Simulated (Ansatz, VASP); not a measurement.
# SiS2 in VASP and in Ansatz

```
Si S
1.0
    -2.87469    4.91045    2.77435
     2.87469   -4.91045    2.77435
     2.87469    4.91045   -2.77435
Si S
2 4
Direct
  0.75000 0.75000 0.00000
  0.25000 0.25000 0.00000
  0.88475 0.79856 0.68331
  0.11525 0.20144 0.31669
  0.61525 0.29856 0.91382
  0.38475 0.70144 0.08618
```

Alike in both runs: task relaxation of cell and atoms; functional PBE; k mesh 6 × 6 × 6; occupations gaussian, width 0.02 eV; no spin polarisation.

|  | VASP | Ansatz |
| --- | --- | --- |
| version | VASP 6.6.1 | Ansatz 0.2.0 |
| potentials or method | VASP PAW PBE potentials, release 64 (Si, S), cutoff 500 eV | scalar-relativistic, plane waves, PAW |
| valence electrons in the cell | 32 | 32 |

|  | VASP | Ansatz | Ansatz less VASP |
| --- | --- | --- | --- |
| gap on the k mesh at the Fermi level, each at its own relaxed structure (eV) | 3.08 | 3.06 | -0.018 |
| relaxed volume (Å³/atom) | 31.39 | 31.36 | -0.025 |
| relaxed cell length with the largest relative difference (Å) | 6.848 | 6.829 | -0.0191 |

Noted on VASP's run: the volume moved by over 15 % at a fixed basis, so the end points are rough.
